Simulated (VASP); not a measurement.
Set up this calculation in VASP 6.6.1, as the native input.

- Task: single point
- Functional: PBE
- Potentials or basis: VASP PAW PBE potentials, release 64 (K_sv)
- Cutoff: 520 eV
- k mesh: 13 × 13 × 13
- Occupations: fermi-dirac, width 0.08 eV
- Spin: no spin polarisation
- Dipole correction: no
- Further INCAR settings: ALGO = Normal; EDIFF = 1e-07; NBANDS = 10

The structure of K lies in POSCAR:

```
K
1.0
   -2.1089658308      2.1089658308      2.1089658308
    2.1089658308     -2.1089658308      2.1089658308
    2.1089658308      2.1089658308     -2.1089658308
K
1
Direct
    0.0000000000      0.0000000000      0.0000000000
```

The input as run:

INCAR

```
SYSTEM = K
PREC = Accurate
ENCUT = 520
EDIFF = 1E-7
ISMEAR = -1
SIGMA = 0.08
LREAL = .FALSE.
LASPH = .TRUE.
NELM = 60
ALGO = Normal
ISIF = 2
LWAVE = .FALSE.
LCHARG = .FALSE.
GGA = PE
NBANDS = 10
```

KPOINTS

```
Automatic mesh
0
G
  13 13 13
  0 0 0
```

Potentials or basis: VASP PAW PBE potentials, release 64 (K_sv).

Command:

```bash
$ cat potpaw_PBE.64/K_sv/POTCAR > POTCAR
$ mpirun -np 1 vasp_std > vasp.out
```

Results of the run:

| Property | Result |
| --- | --- |
| Pressure | 8.4 GPa |
| Band gap on the k mesh | zero (an odd number of electrons rules out a gap without spin polarisation) |

Caveat: the cell stands under pressure.

Wall time 11 s on 1 thread of Intel(R) Xeon(R) 6975P-C (Granite Rapids), on a shared host, peak memory 0.17 GiB.
